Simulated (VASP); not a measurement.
# Ti4C3 (R-3m) in VASP: single point with PBE

Aim: the single point of Ti4C3 with PBE.

Everything below comes from runs of VASP 6.6.1. Logs are shortened: lines on timing, memory, paths and dates and some standing lists are left out, and cuts for length are marked.

## (1) The cell of the first run

Symmetry: R-3m, No. 166, trigonal system. Conventional cell: a = 4.657 Å, b = 4.657 Å, c = 15.580 Å, α = 90.00°, β = 90.00°, γ = 120.00°. Within 3.9 Å of Ti (site symmetry -3m) lie 6 Ti at 2.92 Å and 12 C at 2.96 to 3.74 Å. Ti (site symmetry 2/m) has 6 Ti at 2.33 to 2.92 Å and 6 C at 2.33 to 2.70 Å within 3.1 Å. Within 1.8 Å of C (site symmetry -3m) lie 2 C at 1.37 Å. C (site symmetry 3m) has 1 C at 1.37 Å within 1.8 Å.

The cell was built from a structure type or drawn by symmetry, and may not be a known phase.

## (2) Single point, PBE

The input, INCAR:

```
ALGO = Normal
EDIFF = 1E-6
ENCUT = 600
GGA = PE
GGA_COMPAT = False
ISIF = 2
ISMEAR = 0
LASPH = True
LCHARG = True
LELF = True
LREAL = False
LVHAR = True
LWAVE = False
NBANDS = 39
NELM = 120
PREC = Accurate
SIGMA = 0.2
```

The input, KPOINTS:

```
k-points
0
Gamma
  4 4 4
```

The input, POSCAR:

```
Ti4C3
1.0
    2.3287129882      1.3444830706      5.1932810100
   -2.3287129882      1.3444830706      5.1932810100
    0.0000000000     -2.6889661412      5.1932810100
Ti C
4 3
Direct
    0.5000000000      0.5000000000      0.5000000000
    0.5000000000      0.5000000000      0.0000000000
    0.0000000000      0.5000000000      0.5000000000
    0.5000000000      0.0000000000      0.5000000000
    0.0000000000      0.0000000000      0.0000000000
    0.0879073233      0.0879073233      0.0879073233
    0.9120926767      0.9120926767      0.9120926767
```

Potentials or basis: VASP PAW PBE potentials, release 64 (Ti_sv, C).

Started as:

```bash
$ cat potpaw_PBE.64/Ti_sv/POTCAR potpaw_PBE.64/C/POTCAR > POTCAR
$ mpirun -np 1 vasp_std > vasp.out
```

OUTCAR:

```text
EDIFF = 1E-6
   ENCUT = 600
   GGA = PE
   ISIF = 2
   ISMEAR = 0
   LASPH = True
   LREAL = False
   NELM = 120
   PREC = Accurate

 ion  position               nearest neighbor table
   1  0.500  0.500  0.500-
   2  0.500  0.500  0.000-   3 2.33   4 2.33   4 2.33   3 2.33   5 2.33   5 2.33
   3  0.000  0.500  0.500-   2 2.33   5 2.33   5 2.33   2 2.33   4 2.33   4 2.33
   4  0.500  0.000  0.500-   2 2.33   5 2.33   2 2.33   5 2.33   3 2.33   3 2.33
   5  0.000  0.000  0.000-   6 1.37   7 1.37   3 2.33   4 2.33   3 2.33   4 2.33   2 2.33   2 2.33

   6  0.088  0.088  0.088-   5 1.37
   7  0.912  0.912  0.912-   5 1.37

  LATTYP: Found a trigonal (rhomboedric) cell.
 ALAT       =     5.8481370160
 COS(alpha) =     0.6828776521

  Lattice vectors:

 A1 = (   2.3287129882,   1.3444830706,   5.1932810100)
 A2 = (  -2.3287129882,   1.3444830706,   5.1932810100)
 A3 = (   0.0000000000,  -2.6889661412,   5.1932810100)

Analysis of symmetry for initial positions (statically):
=====================================================================
 Subroutine PRICEL returns:
 Original cell was already a primitive cell.

 Routine SETGRP: Setting up the symmetry group for a
 trigonal (rhombohedral) supercell.

 Subroutine GETGRP returns: Found 12 space group operations
 (whereof 12 operations were pure point group operations)
 out of a pool of 12 trial point group operations.

The static configuration has the point symmetry D_3d.

Analysis of symmetry for dynamics (positions and initial velocities):
=====================================================================
 Subroutine PRICEL returns:
 Original cell was already a primitive cell.

 Routine SETGRP: Setting up the symmetry group for a
 trigonal (rhombohedral) supercell.

 Subroutine GETGRP returns: Found 12 space group operations
 (whereof 12 operations were pure point group operations)
 out of a pool of 12 trial point group operations.

The dynamic configuration has the point symmetry D_3d.

 Subroutine INISYM returns: Found 12 space group operations
 (whereof 12 operations are pure point group operations),
 and found     1 'primitive' translations

----------------------------------------------------------------------------------------

                                     Primitive cell

  volume of cell :      97.5583

  direct lattice vectors                    reciprocal lattice vectors
     2.328712988  1.344483071  5.193281010     0.214710874  0.123963381  0.064185499
    -2.328712988  1.344483071  5.193281010    -0.214710874  0.123963381  0.064185499
     0.000000000 -2.688966141  5.193281010     0.000000000 -0.247926761  0.064185499

  length of vectors
     5.848137016  5.848137016  5.848137016     0.256100483  0.256100483  0.256100483

  position of ions in fractional coordinates (direct lattice)
     0.500000000  0.500000000  0.500000000
     0.500000000  0.500000000  0.000000000
     0.000000000  0.500000000  0.500000000
     0.500000000  0.000000000  0.500000000
     0.000000000  0.000000000  0.000000000
     0.087907323  0.087907323  0.087907323
     0.912092677  0.912092677  0.912092677

  ion indices of the primitive-cell ions
   primitive index   ion index
                 1           1
                 2           2
                 3           3
                 4           4
                 5           5
                 6           6
                 7           7

----------------------------------------------------------------------------------------

 KPOINTS: k-points

Automatic generation of k-mesh.
 Grid dimensions read from file:
 generate k-points for:    4    4    4

 Generating k-lattice:

  Cartesian coordinates                     Fractional coordinates (reciprocal lattice)
     0.053677718  0.030990845  0.016046375     0.250000000  0.000000000  0.000000000
    -0.053677718  0.030990845  0.016046375     0.000000000  0.250000000  0.000000000
     0.000000000 -0.061981690  0.016046375     0.000000000  0.000000000  0.250000000

  Length of vectors
     0.064025121  0.064025121  0.064025121

  Shift w.r.t. Gamma in fractional coordinates (k-lattice)
     0.000000000  0.000000000  0.000000000

 Subroutine IBZKPT returns following result:
 ===========================================

 Found     13 irreducible k-points:

 Following reciprocal coordinates:
            Coordinates               Weight
  0.000000  0.000000  0.000000      1.000000
  0.250000  0.000000  0.000000      6.000000
  0.500000  0.000000  0.000000      3.000000
  0.250000  0.250000  0.000000      6.000000
  0.500000  0.250000  0.000000     12.000000
 -0.250000  0.250000  0.000000      6.000000
  0.500000  0.500000  0.000000      3.000000
  0.250000  0.250000  0.250000      2.000000
  0.500000  0.250000  0.250000      6.000000
 -0.250000  0.250000  0.250000      6.000000
  0.500000  0.500000  0.250000      6.000000
 -0.250000  0.500000  0.250000      6.000000
  0.500000  0.500000  0.500000      1.000000
   k-points           NKPTS =     13   k-points in BZ     NKDIM =     13   number of bands    NBANDS=     39
   number of dos      NEDOS =    301   number of ions     NIONS =      7
   total plane-waves  NPLWV = 110592
   dimension x,y,z NGX =    48 NGY =   48 NGZ =   48
   dimension x,y,z NGXF=    96 NGYF=   96 NGZF=   96
   ions per type =               4   3
   NGX,Y,Z   is equivalent  to a cutoff of  13.65, 13.65, 13.65 a.u.
   NGXF,Y,Z  is equivalent  to a cutoff of  27.29, 27.29, 27.29 a.u.
 SYSTEM =  unknown system
   PREC   = accura    normal or accurate (medium, high low for compatibility)
   ISTART =      0    job   : 0-new  1-cont  2-samecut
   ICHARG =      2    charge: 1-file 2-atom 10-const
   ISPIN  =      1    spin polarized calculation?
   LNONCOLLINEAR =      F non collinear calculations
   LSORBIT =      F    spin-orbit coupling
   LASPH  =      T    aspherical Exc in radial PAW
   ENCUT  =  600.0 eV  44.10 Ry    6.64 a.u.  11.68 11.68 11.68*2*pi/ulx,y,z
   NELM   =    120;   NELMIN=  2; NELMDL= -5     # of ELM steps
   EDIFF  = 0.1E-05   stopping-criterion for ELM
   LREAL  =      F    real-space projection
   EDIFFG = 0.1E-04   stopping-criterion for IOM
   NSW    =      0    number of steps for IOM
   IBRION =     -1    ionic relax: 0-MD 1-quasi-New 2-CG
   NFREE  =      0    steps in history (QN), initial steepest desc. (CG)
   ISIF   =      2    stress and relaxation
   ISYM   =      2    0-nonsym 1-usesym 2-fastsym
   POTIM  = 0.5000    time-step for ionic-motion
   TEBEG  =    0.0;   TEEND  =   0.0 temperature during run
   PSTRESS=    0.0 pullay stress
   NELECT =      60.0000    total number of electrons
   NUPDOWN=      -1.0000    fix difference up-down
   EMIN   =  10.00;   EMAX   =-10.00  energy-range for DOS
   EFERMI =   0.00;   METHOD = LEGACY
   ISMEAR =     0;   SIGMA  =   0.20  broadening in eV -4-tet -1-fermi 0-gaus
   EFERMI_NEDOS =   21; number of points for ismear=-14 and -15
   IALGO  =     38    algorithm
   IMIX   =      4    mixing-type and parameters
     AMIX     =   0.40;   BMIX     =  1.00
     AMIX_MAG =   1.60;   BMIX_MAG =  1.00
  volume/ion in A,a.u.               =      13.94        94.05
  Fermi-wavevector in a.u.,A,eV,Ry     =   1.392207  2.630890 26.371358  1.938240
  Thomas-Fermi vector in A             =   2.515972
   LORBIT       =      0    0 simple, 1 ext, 2 COOP (PROOUT), +10 PAW based schemes
   GGA     = PE    functional components
   LHFCALC =     F    Hartree Fock is set to
   AEXX    =    0.0000 exact exchange contribution
   IVDW    =     0    specifies the selected vdW correction
   LEPSILON=     F    determine dielectric tensor
   LRPA    =     F    only Hartree local field effects (RPA)
 non-spin polarized calculation
 Gauss-broadening in eV      SIGMA  =   0.20
  energy-cutoff  :      600.00
  volume of cell :       97.56
 maximum number of plane-waves:      3280
 NGX is ok and might be reduce to    48
   NGX = 23   NGY = 23   NGZ = 23

 number of electron      60.0000002 magnetization

 Free energy of the ion-electron system (eV)
  ---------------------------------------------------
  ext. energy  EPLUGINS =         0.00000000
  ---------------------------------------------------
  free energy    TOTEN  =       -51.32787691 eV

  energy without entropy =      -51.22672282  energy(sigma->0) =      -51.27729986

 E-fermi :   7.4337     XC(G=0): -10.9802

 val. band max:        7.3959874578   @ k =   0.5000   0.5000   0.0000
 cond. band min:       7.4458939730   @ k =   0.5000   0.5000   0.5000
 fundamental gap:      0.0499065152
 Fermi energy:         7.4336813910

 k-point     1 :       0.0000    0.0000    0.0000
  band No.  band energies     occupation
      1     -50.1823      2.00000
      2     -49.4046      2.00000
      3     -48.7575      2.00000
      4     -48.7575      2.00000
      5     -27.1006      2.00000
      6     -26.5917      2.00000
[... 31 lines left out ...]
     38      10.1369      0.00000
     39      10.5369      0.00000

 k-point     2 :       0.2500    0.0000    0.0000
  band No.  band energies     occupation
      1     -50.1819      2.00000
      2     -49.3266      2.00000
      3     -48.8452      2.00000
      4     -48.7586      2.00000
      5     -26.8191      2.00000
      6     -26.5908      2.00000
[... 31 lines left out ...]
     38       9.4718      0.00000
     39       9.7773      0.00000

 k-point     3 :       0.5000    0.0000    0.0000
  band No.  band energies     occupation
      1     -50.1816      2.00000
      2     -49.1972      2.00000
      3     -48.9843      2.00000
      4     -48.7596      2.00000
      5     -26.6018      2.00000
      6     -26.5905      2.00000
[... 31 lines left out ...]
     38       9.1069      0.00000
     39       9.2877      0.00000

 k-point     4 :       0.2500    0.2500    0.0000
  band No.  band energies     occupation
      1     -50.1817      2.00000
      2     -49.3269      2.00000
      3     -48.8452      2.00000
      4     -48.7586      2.00000
      5     -26.8139      2.00000
      6     -26.5913      2.00000
[... 31 lines left out ...]
     38       9.5451      0.00000
     39       9.7991      0.00000

 k-point     5 :       0.5000    0.2500    0.0000
  band No.  band energies     occupation
      1     -50.1814      2.00000
      2     -49.1981      2.00000
      3     -48.9830      2.00000
      4     -48.7602      2.00000
      5     -26.5910      2.00000
      6     -26.5883      2.00000
[... 31 lines left out ...]
     38       9.1416      0.00000
     39       9.8944      0.00000

 k-point     6 :      -0.2500    0.2500    0.0000
  band No.  band energies     occupation
      1     -50.1816      2.00000
      2     -49.1977      2.00000
      3     -48.9832      2.00000
      4     -48.7602      2.00000
      5     -26.5911      2.00000
      6     -26.5905      2.00000
[... 31 lines left out ...]
     38       9.4628      0.00000
     39       9.9749      0.00000

 k-point     7 :       0.5000    0.5000    0.0000
  band No.  band energies     occupation
      1     -50.1812      2.00000
      2     -49.1980      2.00000
      3     -48.9839      2.00000
      4     -48.7596      2.00000
      5     -26.5910      2.00000
      6     -26.5852      2.00000
[... 31 lines left out ...]
     38       8.9654      0.00000
     39       9.2131      0.00000

 k-point     8 :       0.2500    0.2500    0.2500
  band No.  band energies     occupation
      1     -50.1816      2.00000
      2     -49.4053      2.00000
      3     -48.7575      2.00000
      4     -48.7575      2.00000
      5     -27.0927      2.00000
      6     -26.5881      2.00000
[... 31 lines left out ...]
     38       9.8228      0.00000
     39      10.1705      0.00000

 k-point     9 :       0.5000    0.2500    0.2500
  band No.  band energies     occupation
      1     -50.1813      2.00000
      2     -49.3275      2.00000
      3     -48.8451      2.00000
      4     -48.7586      2.00000
      5     -26.8065      2.00000
      6     -26.5875      2.00000
[... 31 lines left out ...]
     38       9.4014      0.00000
     39       9.7697      0.00000

 k-point    10 :      -0.2500    0.2500    0.2500
  band No.  band energies     occupation
      1     -50.1814      2.00000
      2     -49.1976      2.00000
      3     -48.9841      2.00000
      4     -48.7596      2.00000
      5     -26.5955      2.00000
      6     -26.5879      2.00000
[... 31 lines left out ...]
     38       9.1507      0.00000
     39       9.4483      0.00000

 k-point    11 :       0.5000    0.5000    0.2500
  band No.  band energies     occupation
      1     -50.1811      2.00000
      2     -49.3277      2.00000
      3     -48.8451      2.00000
      4     -48.7586      2.00000
      5     -26.8014      2.00000
      6     -26.5875      2.00000
[... 31 lines left out ...]
     38       9.5667      0.00000
     39       9.7973      0.00000

 k-point    12 :      -0.2500    0.5000    0.2500
  band No.  band energies     occupation
      1     -50.1812      2.00000
      2     -49.1986      2.00000
      3     -48.9828      2.00000
      4     -48.7602      2.00000
      5     -26.5902      2.00000
      6     -26.5867      2.00000
[... 31 lines left out ...]
     38       9.3707      0.00000
     39       9.6474      0.00000

 k-point    13 :       0.5000    0.5000    0.5000
  band No.  band energies     occupation
      1     -50.1810      2.00000
      2     -49.4061      2.00000
      3     -48.7575      2.00000
      4     -48.7575      2.00000
      5     -27.0848      2.00000
      6     -26.5844      2.00000
[... 31 lines left out ...]
     38      10.0019      0.00000
     39      10.0029      0.00000

------------------------ aborting loop because EDIFF is reached ----------------------------------------

  FORCE on cell =-STRESS in cart. coord.  units (eV):
  Direction    XX          YY          ZZ          XY          YZ          ZX
  --------------------------------------------------------------------------------------
  -------------------------------------------------------------------------------------
  Total        0.2033867      0.2033867      0.1934097      0.0000000      0.0000000      0.0000000
  in kB        3.3401711      3.3401711      3.1763214      0.0000000      0.0000000      0.0000000
  external PRESSURE =       3.2855545 kB  Pullay stress =       0.0000000 kB

 VOLUME and BASIS-vectors are now :
 -----------------------------------------------------------------------------
  energy-cutoff  :      600.00
  volume of cell :       97.56
      direct lattice vectors                 reciprocal lattice vectors
     2.328712988  1.344483071  5.193281010     0.214710874  0.123963381  0.064185499
    -2.328712988  1.344483071  5.193281010    -0.214710874  0.123963381  0.064185499
     0.000000000 -2.688966141  5.193281010     0.000000000 -0.247926761  0.064185499

 POSITION                                       TOTAL-FORCE (eV/Angst)
 -----------------------------------------------------------------------------------
      0.00000      0.00000      7.78992         0.000000      0.000000      0.000000
      0.00000      1.34448      5.19328         0.000000      0.000000      0.000000
     -1.16436     -0.67224      5.19328        -0.000000      0.000000      0.000000
      1.16436     -0.67224      5.19328         0.000000      0.000000      0.000000
      0.00000      0.00000      0.00000        -0.000000      0.000000      0.000000
      0.00000      0.00000      1.36958        -0.000000      0.000000      0.051470
      0.00000      0.00000     14.21026        -0.000000     -0.000000     -0.051470
 -----------------------------------------------------------------------------------
    total drift:                               -0.000000      0.000000     -0.000000

  FREE ENERGIE OF THE ION-ELECTRON SYSTEM (eV)
  ---------------------------------------------------
  free  energy   TOTEN  =       -51.3278769052 eV

  energy  without entropy=      -51.2267228158  energy(sigma->0) =      -51.27729986
```

Run time: 80 s. Hardware: 1 thread of AMD EPYC 9R45 (Zen 5), shared host; peak memory 0.3 GiB.

Results:

| Item | Value |
| --- | --- |
| Free energy | -51.3279 eV |
| Pressure | 0.3 GPa |
| Largest force | 0.051 eV/Å |
| Band gap on the k mesh | zero (bands 30 and 31 overlap by 0.77 eV) |

Forces in eV/Å, atoms in the order of the input:
```
Ti   0.000  0.000  0.000
Ti   0.000  0.000  0.000
Ti   0.000  0.000  0.000
Ti   0.000  0.000  0.000
C    0.000  0.000  0.000
C    0.000  0.000  0.051
C    0.000  0.000 -0.051
```

Caveat: the k points lie up to 0.40 Å⁻¹ apart, too coarse for converged energies and pressures of a metal.
